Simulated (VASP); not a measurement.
Runs of VASP 6.6.1 on CuO. The structure is that of space group Fm-3m (No. 225), or close to it. The cells are those of the table. 

| level | cell | k mesh | cutoff (eV) | smearing | gap on the mesh (eV) | pressure (GPa) | moment (μB) |
| --- | --- | --- | --- | --- | --- | --- | --- |
| BLYP | a = 2.934, b = 2.972, c = 2.965 Å, angles 60.7, 60.2, 60.4°, 2 atoms | 2 × 2 × 2 | 600 | gaussian 0.1 eV | none | 17.5 | 1.00 |
| PBE | a = 2.993 Å, angles 60.0°, 2 atoms | 4 × 4 × 4 | 600 | gaussian 0.1 eV | none | 2.5 | 0.37 |
| r2SCAN+D3(BJ) | a = 2.993 Å, angles 60.0°, 2 atoms | 7 × 4 × 1 | 660 | gaussian 0.1 eV | none | -6.1 | (b) |
| PBE | a = 2.993 Å, angles 60.0°, 2 atoms | 6 × 6 × 6 | 600 | methfessel-paxton 0.0680285 eV | none | (c) | (a) |
| RPBE | a = 2.993 Å, angles 60.0°, 2 atoms | 2 × 2 × 2 | 600 | gaussian 0.1 eV | none | 10.5 | 1.00 |

Alike in all rows: task single point; potentials or basis VASP PAW PBE potentials, release 64 (Cu, O); spin collinear, ferromagnetic start.

Q: Fill in the values left out.

A: (a) 0.71; (b) 0.00; (c) 2.4.

Caveats: all runs use coarse meshes; semilocal functionals often make such compounds metallic where correlation or magnetic order opens a gap, which also shifts bond lengths; the PAW data sets were made with another functional, which shifts forces and pressure a little (at least some runs); a cell with one magnetic atom can't hold antiferromagnetic order, which such compounds often take (at least some runs); a moment this small can come from the mesh or the smearing (at least some runs).

A gap of «none» marks levels without a gap at the run's occupations.
